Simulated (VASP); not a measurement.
Here is a VASP 6.6.1 calculation.

The input INCAR:

```
PREC = Accurate ; ENCUT = 520
EDIFF = 1E-6 ; ISMEAR = 0
SIGMA = 0.15 ; LREAL = False
LASPH = True ; NELM = 100
ALGO = Normal ; ISIF = 2
LWAVE = False ; LCHARG = True
GGA = PS ; LELF = True
LVHAR = True ; NBANDS = 14
```

KPOINTS

```
regular mesh
0
Gamma
  16 16 16
```

File POSCAR:

```
HfN
1.0
    0.0000000000      2.3013956250      2.4548220000
    2.6082483750      0.0000000000      2.4548220000
    2.6082483750      2.3013956250      0.0000000000
Hf N
1 1
Direct
    0.0000000000      0.0000000000      0.0000000000
    0.7500000000      0.7500000000      0.7500000000
```

Potentials or basis: VASP PAW PBE potentials, release 64 (Hf_pv, N).

The run is started by

```bash
$ cat potpaw_PBE.64/Hf_pv/POTCAR potpaw_PBE.64/N/POTCAR > POTCAR
$ mpirun -np 1 vasp_std > vasp.out
```

(1) Estimate the band gap on the k mesh.

(2) Estimate the pressure.

## Answers

(1) zero (an odd number of electrons rules out a gap without spin polarisation).

(2) -5.8 GPa.

Caveat: the cell differs from its parent crystal (strain +0.0625 x Voigt [1, -1, 0, 0, 0, 0]); the cell stands under tension; the PAW data sets were made with another functional, which shifts forces and pressure a little; spin-orbit coupling is left out, which moves the levels of the heavy elements.
